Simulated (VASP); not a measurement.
# NdH2 (Fm-3m) in VASP: notebook, part 2 of 3

VASP 6.6.1.

## (4) Single point, PBEsol, collinear spin, ferromagnetic start (13.91 Å³/atom)

This run uses another cell than the first one, of 13.91 Å³/atom.

INCAR

```
PREC     = Accurate       # precision mode
ENCUT    = 520            # plane-wave cutoff, eV
EDIFF    = 1E-6           # SCF threshold, eV
ISMEAR   = -1             # smearing method
SIGMA    = 0.05           # smearing width, eV
LREAL    = False          # projectors in reciprocal space
LASPH    = True           # aspherical terms in the spheres
NELM     = 150            # most SCF steps
ALGO     = Normal         # electronic algorithm
ISIF     = 2              # what is computed and relaxed
LWAVE    = False          # write WAVECAR
LCHARG   = False          # write CHGCAR
ISPIN    = 2              # spin polarisation
MAGMOM   = 3 0 0          # initial moments
LORBIT   = 11             # projections on sites
LMAXMIX  = 6              # l up to which the mixer works
GGA      = PS             # functional
NBANDS   = 19             # bands
```

KPOINTS

```
Automatic mesh
0
Gamma
  8 8 8
```

POSCAR

```
NdH2
1.0
    0.0000000000      2.7531131106      2.7531131106
    2.7531131106      0.0000000000      2.7531131106
    2.7531131106      2.7531131106      0.0000000000
Nd H
1 2
Direct
    0.0000000000      0.0000000000      0.0000000000
    0.7500000000      0.7500000000      0.7500000000
    0.2500000000      0.2500000000      0.2500000000
```

Potentials or basis: VASP PAW PBE potentials, release 64 (Nd, H).

Started as:

```console
$ cat potpaw_PBE.64/Nd/POTCAR potpaw_PBE.64/H/POTCAR > POTCAR
$ mpirun -np 1 vasp_std > vasp.out
```

OUTCAR:

```text
PREC = Accurate
   ENCUT = 520
   EDIFF = 1E-6
   ISMEAR = -1
   LREAL = False
   LASPH = True
   NELM = 150
   ISIF = 2
   ISPIN = 2
   LORBIT = 11
   GGA = PS

 ion  position               nearest neighbor table
   1  0.000  0.000  0.000-
   2  0.750  0.750  0.750-
   3  0.250  0.250  0.250-

  LATTYP: Found a face centered cubic cell.
 ALAT       =     5.5062262212

  Lattice vectors:

 A1 = (   0.0000000000,   2.7531131106,   2.7531131106)
 A2 = (   2.7531131106,   0.0000000000,   2.7531131106)
 A3 = (   2.7531131106,   2.7531131106,   0.0000000000)

Analysis of symmetry for initial positions (statically):
=====================================================================
 Subroutine PRICEL returns:
 Original cell was already a primitive cell.

 Routine SETGRP: Setting up the symmetry group for a
[... 1250 lines left out ...]
     18      10.8481      0.00000
     19      11.8547      0.00000

 [... further k-points ...]

------------------------ aborting loop because EDIFF is reached ----------------------------------------

  FORCE on cell =-STRESS in cart. coord.  units (eV):
  Direction    XX          YY          ZZ          XY          YZ          ZX
  --------------------------------------------------------------------------------------
  -------------------------------------------------------------------------------------
  Total       -0.5840373     -0.5840373     -0.5840373     -0.0000000     -0.0000000      0.0000000
  in kB      -22.4206901    -22.4206901    -22.4206901     -0.0000000     -0.0000000      0.0000000
  external PRESSURE =     -22.4206901 kB  Pullay stress =       0.0000000 kB

 VOLUME and BASIS-vectors are now :
 -----------------------------------------------------------------------------
  energy-cutoff  :      520.00
  volume of cell :       41.74
      direct lattice vectors                 reciprocal lattice vectors
     0.000000000  2.753113111  2.753113111    -0.181612589  0.181612589  0.181612589
     2.753113111  0.000000000  2.753113111     0.181612589 -0.181612589  0.181612589
     2.753113111  2.753113111  0.000000000     0.181612589  0.181612589 -0.181612589

 POSITION                                       TOTAL-FORCE (eV/Angst)
 -----------------------------------------------------------------------------------
      0.00000      0.00000      0.00000         0.000000      0.000000      0.000000
      4.12967      4.12967      4.12967        -0.000000     -0.000000     -0.000000
      1.37656      1.37656      1.37656        -0.000000      0.000000     -0.000000
 -----------------------------------------------------------------------------------
    total drift:                                0.000000     -0.000000     -0.000000

  FREE ENERGIE OF THE ION-ELECTRON SYSTEM (eV)
  ---------------------------------------------------
  free  energy   TOTEN  =       -15.3691841053 eV

  energy  without entropy=      -15.3512053347  energy(sigma->0) =      -15.36019472

 total charge

# of ion       s       p       d       f       tot
--------------------------------------------------
    1        1.979   5.430   0.441   3.244  11.094
    2        0.533   0.004   0.000   0.000   0.538
    3        0.533   0.004   0.000   0.000   0.538
--------------------------------------------------
tot          3.046   5.439   0.441   3.244  12.170

 magnetization (x)

# of ion       s       p       d       f       tot
--------------------------------------------------
    1       -0.009  -0.107   0.119   3.174   3.176
    2       -0.018   0.002   0.000   0.000  -0.016
    3       -0.018   0.002   0.000   0.000  -0.016
--------------------------------------------------
tot         -0.045  -0.104   0.119   3.174   3.144
```

OSZICAR:

```text
N       E                     dE             d eps       ncg     rms          rms(c)
DAV:   1     0.963709839430E+02    0.96371E+02   -0.61395E+03  2755   0.201E+03
DAV:   2    -0.463872193140E+01   -0.10101E+03   -0.87926E+02  3292   0.251E+02
DAV:   3    -0.164635734626E+02   -0.11825E+02   -0.11362E+02  3498   0.119E+02
DAV:   4    -0.169337624519E+02   -0.47019E+00   -0.46173E+00  4182   0.170E+01
DAV:   5    -0.169448186133E+02   -0.11056E-01   -0.11036E-01  3101   0.212E+00    0.366E+01
DAV:   6    -0.331965962253E+02   -0.16252E+02   -0.61356E+01  3177   0.137E+02    0.724E+01
DAV:   7    -0.155472479601E+02    0.17649E+02   -0.97414E+01  3034   0.845E+01    0.289E+01
DAV:   8    -0.153057897111E+02    0.24146E+00   -0.20153E+00  3713   0.151E+01    0.996E+00
DAV:   9    -0.153863082567E+02   -0.80519E-01   -0.25618E-01  3525   0.545E+00    0.552E+00
DAV:  10    -0.153716104501E+02    0.14698E-01   -0.28176E-02  3666   0.212E+00    0.216E+00
DAV:  11    -0.153660518253E+02    0.55586E-02   -0.15195E-02  3471   0.168E+00    0.752E-01
DAV:  12    -0.153685872453E+02   -0.25354E-02   -0.28800E-03  3759   0.610E-01    0.375E-01
DAV:  13    -0.153689535717E+02   -0.36633E-03   -0.22199E-03  3337   0.471E-01    0.285E-01
DAV:  14    -0.153691707754E+02   -0.21720E-03   -0.83185E-04  3316   0.258E-01    0.109E-01
DAV:  15    -0.153691819698E+02   -0.11194E-04   -0.33400E-05  3613   0.548E-02    0.434E-02
DAV:  16    -0.153691840862E+02   -0.21165E-05   -0.13371E-05  3069   0.353E-02    0.798E-03
DAV:  17    -0.153691841053E+02   -0.19059E-07   -0.13091E-06  2077   0.170E-02
   1 F= -.15369184E+02 E0= -.15360195E+02  d E =-.179788E-01  mag=     3.7792
```

stdout:

```text
POSCAR found type information on POSCAR NdH
 POSCAR found :  2 types and       3 ions
 scaLAPACK will be used
 -----------------------------------------------------------------------------
|                                                                             |
|                                                                             |
|     You enforced a specific xc type in the INCAR file but a different       |
|     I HOPE YOU KNOW WHAT YOU ARE DOING!                                     |
|                                                                             |
 -----------------------------------------------------------------------------

 LDA part: xc-table for (Slater+PW92), standard interpolation
 POSCAR, INCAR and KPOINTS ok, starting setup
 FFT: planning ... GRIDC
 FFT: planning ... GRID_SOFT
 FFT: planning ... GRID
 WAVECAR not read
 entering main loop
```

It took 90 s on 1 thread of Intel Xeon Platinum 8259CL at 2.50GHz (Skylake/Cascade Lake), shared host; peak memory 0.21 GiB.

Results:

- Free energy: -15.3692 eV
- Pressure: -2.2 GPa
- Net moment: 3.78 μB per cell
- Site moments: Nd +3.18; H -0.02 μB
- Valence electrons inside the program's atomic spheres: Nd 11.09; H 0.54

Caveat: the magnetic or orbital state may not be the lowest; the PAW data sets were made with another functional, which shifts forces and pressure a little; semilocal functionals describe open f shells poorly, which spoils levels, moments and volumes.

[end of part 2 of 3]
